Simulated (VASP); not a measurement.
Runs of VASP 6.6.1 on ZnS. The structure is that of space group F-43m (No. 216), or close to it. The cells are those of the table. 

```tsv
task	cell	gap on the mesh (eV)	pressure (GPa)
electric field gradients	a = 3.748 Å, angles 60.0°, 2 atoms	2.38	6.9
single point	a = 3.850 Å, angles 60.0°, 2 atoms	(a)	0.1
single point	a = 3.900 Å, angles 60.0°, 2 atoms	1.85	-2.4
electric field gradients	a = 3.900 Å, angles 60.0°, 2 atoms	1.85	-2.4
single point	a = 3.825 Å, angles 60.0°, 2 atoms	2.10	1.5
electric field gradients	a = 3.825 Å, angles 60.0°, 2 atoms	2.10	1.5
electric field gradients	a = 3.799 Å, angles 60.0°, 2 atoms	2.19	3.1
single point	a = 3.799 Å, angles 60.0°, 2 atoms	2.19	3.1
```

Alike in all rows: level PBE; potentials or basis VASP PAW PBE potentials, release 64 (Zn, S); no spin polarisation; k mesh 9 × 9 × 9; cutoff (eV) 520; smearing fermi-dirac 0.01 eV.

Task: Fill in the values left out.

Result: (a) 2.01.

